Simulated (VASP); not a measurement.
Here is a VASP 6.6.1 calculation.

INCAR

```
PREC = Accurate
ENCUT = 520
EDIFF = 1E-6
ISMEAR = -1
SIGMA = 0.05
LREAL = False
LASPH = True
NELM = 80
ALGO = Normal
ISIF = 2
LWAVE = False
LCHARG = False
GGA = CA
NBANDS = 12
```

File KPOINTS:

```
Automatic mesh
0
Gamma
  9 6 6
```

File POSCAR:

```
Sb
1.0
    3.1836411160      0.0000000000      0.0000000000
    0.0000000000      4.4327850985      0.0000000000
   -0.0396782330      0.0000000000      4.4922631929
Sb
2
Direct
    0.0113890000      0.2500000000      0.2411660000
    0.9886110000      0.7500000000      0.7588340000
```

Potentials or basis: VASP PAW LDA potentials, release 64 (Sb).

Command:

```sh
$ cat potpaw_LDA.64/Sb/POTCAR > POTCAR
$ mpirun -np 1 vasp_std > vasp.out
```

What does it give for the pressure?

-5.7 GPa.

Predict the largest force.

0.068 eV/Å.

Forces on the atoms (eV/Å):
```
Sb  -0.040  0.000 -0.055
Sb   0.040  0.000  0.055
```
